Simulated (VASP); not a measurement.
# KTe6Br (P6/mmm) in VASP: notebook

The runs below take KTe6Br through relaxation of cell and atoms, with PBE.

Program: VASP 6.6.1. These are calculated values, not measurements. Logs are shortened: lines on timing, memory, paths and dates and some standing lists are left out, and cuts for length are marked.

**1. The cell of the first run**

The structure is hexagonal, space group P6/mmm (No. 191). The conventional cell has a = 5.989 Å, b = 5.989 Å, c = 9.293 Å, α = 90.00°, β = 90.00°, γ = 120.00°. Within 4.4 Å of K (site symmetry 6/mmm) lie 12 Te at 3.36 Å. Within 3.9 Å of Te (site symmetry 2mm) lie 5 Te at 2.99 to 3.05 Å and 2 K at 3.36 Å. Br (site symmetry 6/mmm) has 12 Te at 4.33 Å and 2 K at 4.65 Å within 5.7 Å.

The cell was generated, and may not be a known phase.

**2. Relaxation of cell and atoms, PBE**

Input file INCAR:

```
SYSTEM = KTe6Br
PREC     = Accurate       ! precision mode
ENCUT    = 600            ! plane-wave cutoff, eV
EDIFF    = 1E-6           ! SCF threshold, eV
ISMEAR   = 0              ! smearing method
SIGMA    = 0.1            ! smearing width, eV
LREAL    = .FALSE.        ! projectors in reciprocal space
LASPH    = .TRUE.         ! aspherical terms in the spheres
NELM     = 60             ! most SCF steps
ALGO     = Normal         ! electronic algorithm
ISIF     = 3              ! what is computed and relaxed
LWAVE    = .FALSE.        ! write WAVECAR
LCHARG   = .FALSE.        ! write CHGCAR
GGA      = PE             ! functional
IBRION   = 2              ! ionic algorithm
NSW      = 90             ! ionic steps
EDIFFG   = -0.04          ! ionic threshold
```

Input file KPOINTS:

```
regular mesh
0
G
  3 3 2
  0 0 0
```

Input file POSCAR:

```
KTe6Br
1.0
    5.9892469500      0.0000000000      0.0000000000
   -2.9946234700      5.1868400000      0.0000000000
    0.0000000000      0.0000000000      9.2928366300
K Te Br
1 6 1
Direct
    0.0000000000      0.0000000000      0.5000000000
    0.5000000000      0.0000000000      0.6639013900
    0.0000000000      0.5000000000      0.6639013900
    0.5000000000      0.5000000000      0.6639013900
    0.0000000000      0.5000000000      0.3360986100
    0.5000000000      0.0000000000      0.3360986100
    0.5000000000      0.5000000000      0.3360986100
    0.0000000000      0.0000000000      0.0000000000
```

Potentials or basis: VASP PAW PBE potentials, release 64 (K_sv, Te, Br).

Started as:

```sh
$ cat potpaw_PBE.64/K_sv/POTCAR potpaw_PBE.64/Te/POTCAR potpaw_PBE.64/Br/POTCAR > POTCAR
$ mpirun -np 1 vasp_std > vasp.out
```

OUTCAR:

```text
SYSTEM = KTe6Br
   PREC = Accurate
   ENCUT = 600
   EDIFF = 1E-6
   ISMEAR = 0
   LREAL = .FALSE.
   LASPH = .TRUE.
   NELM = 60
   ISIF = 3
   GGA = PE
   IBRION = 2
   NSW = 90
   EDIFFG = -0.04

 ion  position               nearest neighbor table
   1  0.000  0.000  0.500-   3 3.36   5 3.36   3 3.36   5 3.36   4 3.36   7 3.36   4 3.36   7 3.36
                             2 3.36   6 3.36   6 3.36   2 3.36
   2  0.500  0.000  0.664-   4 2.99   4 2.99   3 2.99   3 2.99   6 3.05   1 3.36   1 3.36
   3  0.000  0.500  0.664-   2 2.99   2 2.99   4 2.99   4 2.99   5 3.05   1 3.36   1 3.36
   4  0.500  0.500  0.664-   2 2.99   2 2.99   3 2.99   3 2.99   7 3.05   1 3.36   1 3.36
   5  0.000  0.500  0.336-   6 2.99   6 2.99   7 2.99   7 2.99   3 3.05   1 3.36   1 3.36
   6  0.500  0.000  0.336-   7 2.99   7 2.99   5 2.99   5 2.99   2 3.05   1 3.36   1 3.36
   7  0.500  0.500  0.336-   6 2.99   6 2.99   5 2.99   5 2.99   4 3.05   1 3.36   1 3.36
   8  0.000  0.000  0.000-

  LATTYP: Found a hexagonal cell.
 ALAT       =     5.9892469500
 C/A-ratio  =     1.5515868201

  Lattice vectors:

 A1 = (   5.9892469500,   0.0000000000,   0.0000000000)
 A2 = (  -2.9946234700,   5.1868400000,   0.0000000000)
 A3 = (   0.0000000000,   0.0000000000,   9.2928366300)

Analysis of symmetry for initial positions (statically):
=====================================================================
 Subroutine PRICEL returns:
 Original cell was already a primitive cell.

 Routine SETGRP: Setting up the symmetry group for a
 hexagonal supercell.

 Subroutine GETGRP returns: Found 24 space group operations
 (whereof 24 operations were pure point group operations)
 out of a pool of 24 trial point group operations.

The static configuration has the point symmetry D_6h.

Analysis of symmetry for dynamics (positions and initial velocities):
=====================================================================
 Subroutine PRICEL returns:
 Original cell was already a primitive cell.

 Routine SETGRP: Setting up the symmetry group for a
 hexagonal supercell.

 Subroutine GETGRP returns: Found 24 space group operations
 (whereof 24 operations were pure point group operations)
 out of a pool of 24 trial point group operations.

The dynamic configuration has the point symmetry D_6h.

 Subroutine INISYM returns: Found 24 space group operations
 (whereof 24 operations are pure point group operations),
 and found     1 'primitive' translations

----------------------------------------------------------------------------------------

                                     Primitive cell

  volume of cell :     288.6844

  direct lattice vectors                    reciprocal lattice vectors
     5.989246950  0.000000000  0.000000000     0.166965899  0.096397807  0.000000000
    -2.994623470  5.186840000  0.000000000     0.000000000  0.192795614  0.000000000
     0.000000000  0.000000000  9.292836630     0.000000000  0.000000000  0.107609769

  length of vectors
     5.989246950  5.989246940  9.292836630     0.192795613  0.192795614  0.107609769

  position of ions in fractional coordinates (direct lattice)
     0.000000000  0.000000000  0.500000000
     0.500000000  0.000000000  0.663901390
     1.000000000  0.500000000  0.663901390
     0.500000000  0.500000000  0.663901390
     1.000000000  0.500000000  0.336098610
     0.500000000  0.000000000  0.336098610
     0.500000000  0.500000000  0.336098610
     0.000000000  0.000000000  0.000000000

  ion indices of the primitive-cell ions
   primitive index   ion index
                 1           1
                 2           2
                 3           3
                 4           4
                 5           5
                 6           6
                 7           7
                 8           8

----------------------------------------------------------------------------------------

 KPOINTS: regular mesh

Automatic generation of k-mesh.
 Grid dimensions read from file:
 generate k-points for:    3    3    2

 Generating k-lattice:

  Cartesian coordinates                     Fractional coordinates (reciprocal lattice)
     0.055655300  0.032132602  0.000000000     0.333333333 -0.000000000  0.000000000
     0.000000000  0.064265205  0.000000000     0.000000000  0.333333333  0.000000000
     0.000000000  0.000000000  0.053804884     0.000000000  0.000000000  0.500000000

  Length of vectors
     0.064265204  0.064265205  0.053804884

  Shift w.r.t. Gamma in fractional coordinates (k-lattice)
     0.000000000  0.000000000  0.000000000

 Subroutine IBZKPT returns following result:
 ===========================================

 Found      6 irreducible k-points:

 Following reciprocal coordinates:
            Coordinates               Weight
  0.000000  0.000000  0.000000      1.000000
  0.333333  0.000000  0.000000      6.000000
  0.333333  0.333333  0.000000      2.000000
  0.000000  0.000000  0.500000      1.000000
  0.333333  0.000000  0.500000      6.000000
  0.333333  0.333333  0.500000      2.000000
   k-points           NKPTS =      6   k-points in BZ     NKDIM =      6   number of bands    NBANDS=     31
   number of dos      NEDOS =    301   number of ions     NIONS =      8
   total plane-waves  NPLWV = 184320
   dimension x,y,z NGX =    48 NGY =   48 NGZ =   80
   dimension x,y,z NGXF=    96 NGYF=   96 NGZF=  160
   ions per type =               1   6   1
   NGX,Y,Z   is equivalent  to a cutoff of  13.32, 13.32, 14.31 a.u.
   NGXF,Y,Z  is equivalent  to a cutoff of  26.65, 26.65, 28.62 a.u.
 SYSTEM =  KTe6Br
   PREC   = accura    normal or accurate (medium, high low for compatibility)
   ISTART =      0    job   : 0-new  1-cont  2-samecut
   ICHARG =      2    charge: 1-file 2-atom 10-const
   ISPIN  =      1    spin polarized calculation?
   LNONCOLLINEAR =      F non collinear calculations
   LSORBIT =      F    spin-orbit coupling
   LASPH  =      T    aspherical Exc in radial PAW
   ENCUT  =  600.0 eV  44.10 Ry    6.64 a.u.  11.96 11.96 18.56*2*pi/ulx,y,z
   NELM   =     60;   NELMIN=  2; NELMDL= -5     # of ELM steps
   EDIFF  = 0.1E-05   stopping-criterion for ELM
   LREAL  =      F    real-space projection
   EDIFFG = -.4E-01   stopping-criterion for IOM
   NSW    =     90    number of steps for IOM
   IBRION =      2    ionic relax: 0-MD 1-quasi-New 2-CG
   NFREE  =      1    steps in history (QN), initial steepest desc. (CG)
   ISIF   =      3    stress and relaxation
   ISYM   =      2    0-nonsym 1-usesym 2-fastsym
   POTIM  = 0.5000    time-step for ionic-motion
   TEBEG  =    0.0;   TEEND  =   0.0 temperature during run
   PSTRESS=    0.0 pullay stress
   NELECT =      52.0000    total number of electrons
   NUPDOWN=      -1.0000    fix difference up-down
   EMIN   =  10.00;   EMAX   =-10.00  energy-range for DOS
   EFERMI =   0.00;   METHOD = LEGACY
   ISMEAR =     0;   SIGMA  =   0.10  broadening in eV -4-tet -1-fermi 0-gaus
   EFERMI_NEDOS =   21; number of points for ismear=-14 and -15
   IALGO  =     38    algorithm
   IMIX   =      4    mixing-type and parameters
     AMIX     =   0.40;   BMIX     =  1.00
     AMIX_MAG =   1.60;   BMIX_MAG =  1.00
  volume/ion in A,a.u.               =      36.09       243.52
  Fermi-wavevector in a.u.,A,eV,Ry     =   0.924559  1.747164 11.630397  0.854810
  Thomas-Fermi vector in A             =   2.050318
   LORBIT       =      0    0 simple, 1 ext, 2 COOP (PROOUT), +10 PAW based schemes
   GGA     = PE    functional components
   LHFCALC =     F    Hartree Fock is set to
   AEXX    =    0.0000 exact exchange contribution
   IVDW    =     0    specifies the selected vdW correction
   LEPSILON=     F    determine dielectric tensor
   LRPA    =     F    only Hartree local field effects (RPA)
 conjugate gradient relaxation of ions
 non-spin polarized calculation
 Gauss-broadening in eV      SIGMA  =   0.10
  energy-cutoff  :      600.00
  volume of cell :      288.68
 maximum number of plane-waves:      9672
 NGX is ok and might be reduce to    48
   NGX = 23   NGY = 23   NGZ = 37

--------------------------------------- Ionic step        1  -------------------------------------------

 number of electron      52.0000001 magnetization

 Free energy of the ion-electron system (eV)
  ---------------------------------------------------
  ext. energy  EPLUGINS =         0.00000000
  ---------------------------------------------------
  free energy    TOTEN  =       -20.24429361 eV

  energy without entropy =      -20.24046645  energy(sigma->0) =      -20.24238003

------------------------ aborting loop because EDIFF is reached ----------------------------------------

  FORCE on cell =-STRESS in cart. coord.  units (eV):
  Direction    XX          YY          ZZ          XY          YZ          ZX
  --------------------------------------------------------------------------------------
  -------------------------------------------------------------------------------------
  Total       17.3475534     17.3475534     -1.7620866      0.0000000      0.0000000     -0.0000000
  in kB       96.2776413     96.2776410     -9.7794504      0.0000001      0.0000000     -0.0000000
  external PRESSURE =      60.9252773 kB  Pullay stress =       0.0000000 kB
[... 107 lines left out ...]
  FREE ENERGIE OF THE ION-ELECTRON SYSTEM (eV)
  ---------------------------------------------------
  free  energy   TOTEN  =       -21.5752110944 eV

  energy  without entropy=      -21.5256069355  energy(sigma->0) =      -21.55040901

[... ionic steps 4 to 29 ...]

--------------------------------------- Ionic step       30  -------------------------------------------

 number of electron      52.0000001 magnetization

------------------------ aborting loop because EDIFF is reached ----------------------------------------

  FORCE on cell =-STRESS in cart. coord.  units (eV):
  Direction    XX          YY          ZZ          XY          YZ          ZX
  --------------------------------------------------------------------------------------
  -------------------------------------------------------------------------------------
  Total       -0.2678603     -0.2678603      0.6537658     -0.0000000      0.0000000      0.0000000
  in kB       -1.2990343     -1.2990343      3.1705492     -0.0000000      0.0000000      0.0000000
  external PRESSURE =       0.1908269 kB  Pullay stress =       0.0000000 kB
[... 69 lines left out ...]
  energy  without entropy=      -22.7625783413  energy(sigma->0) =      -22.76329312

--------------------------------------- Ionic step       32  -------------------------------------------

 number of electron      51.9999999 magnetization

 Free energy of the ion-electron system (eV)
  ---------------------------------------------------
  ext. energy  EPLUGINS =         0.00000000
  ---------------------------------------------------
  free energy    TOTEN  =       -22.76410392 eV

  energy without entropy =      -22.76290310  energy(sigma->0) =      -22.76350351

 E-fermi :   2.6941     XC(G=0):  -7.8187

 val. band max:        2.5190963837   @ k =   0.0000   0.0000   0.5000
 cond. band min:       2.8828719767   @ k =   0.3333   0.3333   0.0000
 fundamental gap:      0.3637755930
 Fermi energy:         2.6941100523

 k-point     1 :       0.0000    0.0000    0.0000
  band No.  band energies     occupation
      1     -27.3946      2.00000
      2     -10.9307      2.00000
      3     -10.9307      2.00000
      4     -10.8175      2.00000
      5     -10.3842      2.00000
      6     -10.1859      2.00000
[... 228 lines left out ...]
  FREE ENERGIE OF THE ION-ELECTRON SYSTEM (eV)
  ---------------------------------------------------
  free  energy   TOTEN  =       -22.7641039237 eV

  energy  without entropy=      -22.7629030995  energy(sigma->0) =      -22.76350351

 reached required accuracy - stopping structural energy minimisation
```

Run time: 45 min. Hardware: 1 thread of Oxide Virtual Turin-like, shared host; peak memory 0.49 GiB.

Results:

- Free energy: -22.7641 eV
- Relaxed volume: 41.27 Å³/atom
- Relaxed cell: a = 7.356 Å, b = 7.356 Å, c = 7.045 Å, α = 90.00°, β = 90.00°, γ = 120.00°
- Space group after relaxing (to 0.1 Å): P6/mmm (No. 191)
- Energy gained by relaxing: 315.0 meV/atom
- Ionic steps: 32
- Pressure after relaxing: -0.1 GPa
- Largest force after relaxing: 0.009 eV/Å
- Band gap on the k mesh: 0.36 eV (least direct gap 0.62 eV)

Forces on the atoms (eV/Å):
```
K    0.000  0.000  0.000
Te   0.000  0.000  0.009
Te   0.000  0.000  0.009
Te   0.000  0.000  0.009
Te   0.000  0.000 -0.009
Te   0.000  0.000 -0.009
Te   0.000  0.000 -0.009
Br   0.000  0.000  0.000
```

Step by step:
```tsv
step	energy change (eV)	largest force (eV/Å)	pressure (GPa)	volume (Å³)
1	0.0000	0.2496	6.09	288.68
2	-1.3284	0.6020	-1.63	348.50
3	-1.3309	0.5105	-1.28	342.88
4	-1.7723	0.2543	-0.14	333.71
5	-1.8769	1.1453	2.28	322.39
6	-1.9648	0.0880	0.87	328.28
7	-1.9505	0.8947	1.73	324.35
8	-1.9821	0.3881	1.19	326.67
9	-2.0902	0.2762	0.79	337.32
10	-1.8851	2.7109	1.86	365.46
11	-2.2263	0.2174	0.72	344.62
12	-2.2960	1.0941	0.97	355.49
13	-2.3157	0.5940	0.80	351.42
14	-2.3177	0.7337	0.84	352.67
15	-2.1747	1.0110	-1.98	379.02
16	-2.3739	0.0275	-0.28	361.23
17	-2.3984	0.1241	-0.33	361.62
18	-2.4113	0.2722	-0.36	361.96
19	-2.4276	0.1516	-0.49	359.99
20	-2.4562	0.1696	-0.84	354.03
21	-2.4597	0.2892	-0.97	351.62
22	-2.4687	0.2664	-0.91	349.52
23	-2.4909	0.1899	-0.73	343.24
24	-2.5038	0.0043	-0.26	330.72
25	-2.5055	0.0548	-0.41	334.38
26	-2.5055	0.0494	-0.39	333.98
27	-2.5083	0.0310	-0.35	333.57
28	-2.5147	0.0229	-0.21	332.33
29	-2.5182	0.1357	0.09	329.82
30	-2.5185	0.1114	0.02	330.37
31	-2.5197	0.0179	-0.09	330.07
32	-2.5198	0.0093	-0.07	330.14
```

Final structure:
```cif
data_structure
_symmetry_space_group_name_H-M 'P 1'
_symmetry_Int_Tables_number 1
_cell_length_a 7.3561
_cell_length_b 7.3561
_cell_length_c 7.0448
_cell_angle_alpha 90.000
_cell_angle_beta 90.000
_cell_angle_gamma 120.000
_cell_volume 330.14
loop_
_atom_site_label
_atom_site_type_symbol
_atom_site_fract_x
_atom_site_fract_y
_atom_site_fract_z
_atom_site_occupancy
K1 K 0.00000 0.00000 0.50000 1
Te1 Te 0.50000 0.00000 0.68290 1
Te2 Te 0.00000 0.50000 0.68290 1
Te3 Te 0.50000 0.50000 0.68290 1
Te4 Te 0.00000 0.50000 0.31710 1
Te5 Te 0.50000 0.00000 0.31710 1
Te6 Te 0.50000 0.50000 0.31710 1
Br1 Br 0.00000 0.00000 0.00000 1
```

Levels at points of the mesh, in eV from the valence-band top:
```csv
k point,band 24,band 25,band 26,band 27,band 28,band 29
"(0.00, 0.00, 0.00)",-0.79,0.00,0.00,1.39,2.04,2.04
"(0.00, 0.00, 0.50)",-0.37,0.00,0.00,0.78,1.29,1.99
```

Caveat: a cell axis changed by over 15 % at a fixed basis, so the end point is rough; spin-orbit coupling is left out, which moves the levels of the heavy elements.

**3. Relaxation of cell and atoms, PBE**

This run uses another cell than the first one, of 31.07 Å³/atom.

Input file INCAR:

```
PREC     = Accurate       # precision mode
ENCUT    = 600            # plane-wave cutoff, eV
EDIFF    = 1E-6           # SCF threshold, eV
ISMEAR   = 0              # smearing method
SIGMA    = 0.1            # smearing width, eV
LREAL    = False          # projectors in reciprocal space
LASPH    = True           # aspherical terms in the spheres
NELM     = 60             # most SCF steps
ALGO     = Normal         # electronic algorithm
ISIF     = 3              # what is computed and relaxed
LWAVE    = False          # write WAVECAR
LCHARG   = False          # write CHGCAR
GGA      = PE             # functional
IBRION   = 2              # ionic algorithm
NSW      = 90             # ionic steps
EDIFFG   = -0.04          # ionic threshold
```

Input file KPOINTS:

```
Automatic mesh
0
Gamma
  3 3 4
```

Input file POSCAR:

```
KTe6Br
1.0
    6.6423065342      0.0000000000      0.0000000000
   -3.3211532671      5.7524061983      0.0000000000
    0.0000000000      0.0000000000      6.5046731422
K Te Br
1 6 1
Direct
    0.0000000000      0.0000000000      0.5000000000
    0.5000000000      0.0000000000      0.7225723864
    0.0000000000      0.5000000000      0.7225723864
    0.5000000000      0.5000000000      0.7225723864
    0.0000000000      0.5000000000      0.2774276136
    0.5000000000      0.0000000000      0.2774276136
    0.5000000000      0.5000000000      0.2774276136
    0.0000000000      0.0000000000      0.0000000000
```

Potentials or basis: VASP PAW PBE potentials, release 64 (K_sv, Te, Br).

Started as:

```sh
$ cat potpaw_PBE.64/K_sv/POTCAR potpaw_PBE.64/Te/POTCAR potpaw_PBE.64/Br/POTCAR > POTCAR
$ mpirun -np 1 vasp_std > vasp.out
```

Wall time 29 min (1 thread of Oxide Virtual Turin-like, shared host); peak memory 0.45 GiB.

It converged, with:

| Item | Value |
| --- | --- |
| Free energy | -23.0702 eV |
| Relaxed volume | 30.93 Å³/atom |
| Relaxed cell | a = 6.823 Å, b = 6.823 Å, c = 6.137 Å, α = 90.00°, β = 90.00°, γ = 120.00° |
| Space group after relaxing (to 0.1 Å) | P6/mmm (No. 191) |
| Energy gained by relaxing | 35.8 meV/atom |
| Ionic steps | 15 |
| Pressure after relaxing | 0.0 GPa |
| Largest force after relaxing | 0.004 eV/Å |
| Band gap on the k mesh | zero (bands 26 and 27 overlap by 2.12 eV) |

Forces in eV/Å, atoms in the order of the input:
```
K    0.000  0.000  0.000
Te   0.000  0.000  0.004
Te   0.000  0.000  0.004
Te   0.000  0.000  0.004
Te   0.000  0.000 -0.004
Te   0.000  0.000 -0.004
Te   0.000  0.000 -0.004
Br   0.000  0.000  0.000
```

Stress tensor (GPa, compression positive):
```
 0.02  0.00  0.00
 0.00  0.02  0.00
 0.00  0.00 -0.09
```

The path:
| step | energy change (eV) | largest force (eV/Å) | pressure (GPa) | volume (Å³) |
| --- | --- | --- | --- | --- |
| 1 | 0.0000 | 0.0927 | 0.38 | 248.54 |
| 2 | -0.1341 | 0.1720 | 0.48 | 251.04 |
| 3 | -0.1461 | 0.3207 | 0.62 | 251.95 |
| 4 | -0.1706 | 0.1799 | -0.42 | 257.62 |
| 5 | -0.1706 | 0.1757 | -0.45 | 257.81 |
| 6 | -0.1899 | 0.1615 | -0.41 | 255.97 |
| 7 | -0.2403 | 0.1857 | -0.06 | 250.50 |
| 8 | -0.2190 | 0.0603 | 1.72 | 239.73 |
| 9 | -0.2622 | 0.1980 | 0.33 | 247.18 |
| 10 | -0.2623 | 0.0916 | 0.98 | 243.13 |
| 11 | -0.2678 | 0.1565 | 0.61 | 245.22 |
| 12 | -0.2776 | 0.0892 | 0.51 | 245.20 |
| 13 | -0.2835 | 0.0111 | 0.38 | 245.18 |
| 14 | -0.2854 | 0.0042 | 0.21 | 246.10 |
| 15 | -0.2862 | 0.0040 | -0.02 | 247.42 |

Final structure:
```
CELL_PARAMETERS angstrom
6.82325 0.00000 0.00000
-3.41162 5.90910 0.00000
0.00000 0.00000 6.13659
ATOMIC_POSITIONS crystal
K 0.00000 0.00000 0.50000
Te 0.50000 0.00000 0.74326
Te 0.00000 0.50000 0.74326
Te 0.50000 0.50000 0.74326
Te 0.00000 0.50000 0.25674
Te 0.50000 0.00000 0.25674
Te 0.50000 0.50000 0.25674
Br 0.00000 0.00000 0.00000
```

Levels at points of the mesh, in eV from the Fermi level:
| k point | band 22 | band 23 | band 24 | band 25 | band 26 | band 27 | band 28 | band 29 | band 30 | band 31 |
| --- | --- | --- | --- | --- | --- | --- | --- | --- | --- | --- |
| (0.00, 0.00, 0.00) | -1.31 | -1.31 | -0.02 | 1.03 | 1.03 | 1.79 | 2.56 | 2.56 | 2.58 | 2.78 |
| (0.00, 0.00, 0.50) | -0.96 | -0.70 | -0.70 | -0.33 | -0.33 | 0.57 | 0.92 | 1.49 | 1.49 | 1.93 |

Caveat: the k points lie up to 0.35 Å⁻¹ apart in the final cell, too coarse for converged energies and pressures of a metal; the highest band is partly filled, so the run has too few bands; spin-orbit coupling is left out, which moves the levels of the heavy elements.

The gap in the log of VASP goes by the Fermi energy; the results here count the filled bands.